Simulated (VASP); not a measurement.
A run of VASP 6.6.1 is set up as follows.

The input INCAR:

```
SYSTEM = Al3FeCo2
PREC     = Accurate       ! precision mode
ENCUT    = 520            ! plane-wave cutoff, eV
EDIFF    = 1E-6           ! SCF threshold, eV
ISMEAR   = 0              ! smearing method
SIGMA    = 0.2            ! smearing width, eV
LREAL    = .False.        ! projectors in reciprocal space
LASPH    = .True.         ! aspherical terms in the spheres
NELM     = 100            ! most SCF steps
ALGO     = Fast           ! electronic algorithm
ISIF     = 2              ! what is computed and relaxed
LWAVE    = .False.        ! write WAVECAR
LCHARG   = .True.         ! write CHGCAR
GGA      = PE             ! functional
LELF     = .True.         ! ELF
LVHAR    = .True.       
NBANDS   = 47             ! bands
```

Contents of KPOINTS:

```
regular mesh
0
Gamma
  6 4 4
  0 0 0
```

Contents of POSCAR:

```
Al3FeCo2
1.0
   -4.0403253737     -0.0000052626      0.0000036557
   -0.0000036411     -0.0012046882     -4.9452466054
    0.0000109243     -6.9956598059     -0.0016335959
Al Fe Co
6 2 4
Direct
    0.0000038532      0.0000012151      0.0000002809
    0.4999958618     -0.0000001090      0.4999989356
    0.4999992618      0.6658466942      0.8333349554
    0.0000057539      0.6658538942      0.3333370023
    0.0000045305      0.3341509806      0.6666643373
    0.4999996031      0.3341439350      0.1666640862
   -0.0000029416      0.5000005528      0.0000020897
    0.4999993138      0.4999980712      0.4999976735
   -0.0000033115      0.8342071110      0.6666463501
    0.5000015505      0.8342042301      0.1666457918
    0.4999979675      0.1657949766      0.8333511091
   -0.0000014429      0.1657984481      0.3333573884
```

Potentials or basis: VASP PAW PBE potentials, release 64 (Al, Fe, Co).

Command:

```sh
$ cat potpaw_PBE.64/Al/POTCAR potpaw_PBE.64/Fe/POTCAR potpaw_PBE.64/Co/POTCAR > POTCAR
$ mpirun -np 1 vasp_std > vasp.out
```

Question: Predict the pressure.

Answer: 0.0 GPa.

Question: Predict the largest force.

Answer: 0.004 eV/Å.

Forces in eV/Å, atoms in the order of the input:
```
Al   0.000  0.000  0.000
Al   0.000  0.000  0.000
Al   0.000 -0.001  0.001
Al   0.000 -0.001  0.001
Al   0.000  0.001 -0.001
Al   0.000  0.001 -0.001
Fe   0.000  0.000  0.000
Fe   0.000  0.000  0.000
Co   0.000  0.002 -0.003
Co   0.000  0.002 -0.003
Co   0.000 -0.002  0.003
Co   0.000 -0.002  0.003
```

Spin polarisation is off, so any magnetic state and its effect on volume and gap are missing.
